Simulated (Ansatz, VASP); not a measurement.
**One calculation of Ba, two programs**

INCAR

```
ALGO = Fast
EDIFF = 1E-6
ENCUT = 520
GGA = PE
ISIF = 2
ISMEAR = 0
LASPH = T
LCHARG = T
LELF = T
LREAL = F
LVHAR = T
LWAVE = F
NBANDS = 11
NELM = 60
PREC = Accurate
SIGMA = 0.15
```

KPOINTS

```
k-points
0
Gamma
  16 16 16
```

Contents of POSCAR:

```
Ba
1.0
   -2.4596703670      2.4596703670      2.5826538854
    2.4596703670     -2.4596703670      2.5826538854
    2.4596703670      2.4596703670     -2.5826538854
Ba
1
Direct
    0.0000000000      0.0000000000      0.0000000000
```

Input for Ansatz:

```yaml
crystal:
  lattice:
    - [-2.459670367, 2.459670367, 2.5826538854]
    - [2.459670367, -2.459670367, 2.5826538854]
    - [2.459670367, 2.459670367, -2.5826538854]
  atoms:
    - { symbol: Ba, position: [0.0, 0.0, 0.0] }
basis:
  ecutwfc: 420
kpoints:
  mp_grid: { grid: [16, 16, 16] }
hamiltonian:
  xc: pbe
scf:
  occupations: { method: gaussian, width: 0.15 }
output:
  forces: true
  stress: true
  eigenvalues: true
```

Alike in both runs: task single point; functional PBE; k mesh 16 × 16 × 16; occupations gaussian, width 0.15 eV; no spin polarisation.

|  | VASP | Ansatz |
| --- | --- | --- |
| version | VASP 6.6.1 | Ansatz 0.2.0 |
| potentials or method | VASP PAW PBE potentials, release 64 (Ba_sv), cutoff 520 eV | scalar-relativistic, plane waves, PAW |
| valence electrons in the cell | 10 | 10 |

|  | VASP | Ansatz | Ansatz less VASP |
| --- | --- | --- | --- |
| gap on the k mesh at the Fermi level (eV) | none | none | - |
| pressure (GPa) | 0.2 | 0.1 | -0.05 |
| traceless stress, the component that is largest in VASP (GPa) | -0.13 | -0.13 | +0.001 |

A gap of «none» marks a metal or a gap that the smearing closes. With one functional, cell and mesh, what is left measures potentials, basis and numerics.

Neither program's run includes spin-orbit coupling.
